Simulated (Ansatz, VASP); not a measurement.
## ZrS2 in VASP and in Ansatz

File POSCAR:

```
ZrS2
1.0
    3.6743619265      0.0000000000      0.0000000000
   -1.8371809632      3.1820907710      0.0000000000
    0.0000000000      0.0000000000      5.8571358122
Zr S
1 2
Direct
    0.0000000000      0.0000000000      0.0000000000
    0.6666666667      0.3333333333      0.7537648226
    0.3333333333      0.6666666667      0.2462351774
```

The input INCAR.step1:

```
ALGO = Normal
EDIFF = 1E-5
ENCUT = 400
GGA = PE
GGA_COMPAT = False
ISIF = 2
ISMEAR = 0
LASPH = True
LCHARG = False
LREAL = False
LWAVE = True
NBANDS = 19
NELM = 120
PREC = Accurate
SIGMA = 0.01
```

INCAR.step2

```
ALGO = Normal
EDIFF = 1E-6
ENCUT = 400
GGA = PE
GGA_COMPAT = False
HFSCREEN = 0.2079
ISIF = 2
ISMEAR = 0
ISTART = 1
LASPH = True
LCHARG = False
LHFCALC = True
LREAL = False
LWAVE = False
NBANDS = 19
NELM = 120
PREC = Accurate
PRECFOCK = Normal
SIGMA = 0.01
```

The input KPOINTS:

```
k-points
0
Gamma
  6 6 4
```

Input for Ansatz:

```yaml
crystal:
  lattice:
    - [3.6743619265, 0.0, 0.0]
    - [-1.8371809632, 3.182090771, 0.0]
    - [0.0, 0.0, 5.8571358122]
  atoms:
    - { symbol: Zr, position: [0.0, 0.0, 0.0] }
    - { symbol: S, position: [0.6666666667, 0.3333333333, 0.7537648226] }
    - { symbol: S, position: [0.3333333333, 0.6666666667, 0.2462351774] }
kpoints:
  mp_grid: { grid: [6, 6, 4] }
  band_path:
    path:
      - [0.0, 0.0, 0.0]
      - [0.5, 0.0, 0.0]
      - [0.3333333333, 0.3333333333, 0.0]
      - [0.0, 0.0, 0.5]
      - [0.5, 0.0, 0.5]
      - [0.3333333333, 0.3333333333, 0.5]
      - [-0.088542, 0.041667, 0.0]
      - [0.0, 0.5, 0.5]
    npoints: 1
hamiltonian:
  xc: hse06
scf:
  occupations: { method: fixed }
  n_extra_bands: 4
output:
  forces: true
  stress: true
  eigenvalues: true
  write_density: true
  write_potential: true
  elf: true
  volumetric_format: npy
```

Alike in both runs: task single point; functional HSE06; k mesh 6 × 6 × 4; no spin polarisation.

|  | VASP | Ansatz |
| --- | --- | --- |
| version | VASP 6.6.1 | Ansatz 0.2.0 |
| potentials or method | VASP PAW PBE potentials, release 64 (Zr_sv, S) | plane waves, PAW |
| plane-wave cutoff (eV) | 400 | 420 |
| occupations | gaussian, width 0.01 eV | fixed |
| valence electrons in the cell | 24 | 24 |

```csv
,VASP,Ansatz,Ansatz less VASP
gap on the k mesh at the Fermi level (eV),1.68,1.68,+0.002
pressure (GPa),0.0,0.1,+0.11
"traceless stress, the component that is largest in VASP (GPa)",0.47,0.43,-0.045
rms of the force components (eV/Å),0.087,0.089,+0.0017
```

Atom by atom the forces differ by 0.002 eV/Å (rms over components). Ansatz's warnings: stress exchange threshold loose, stress scf threshold loose.
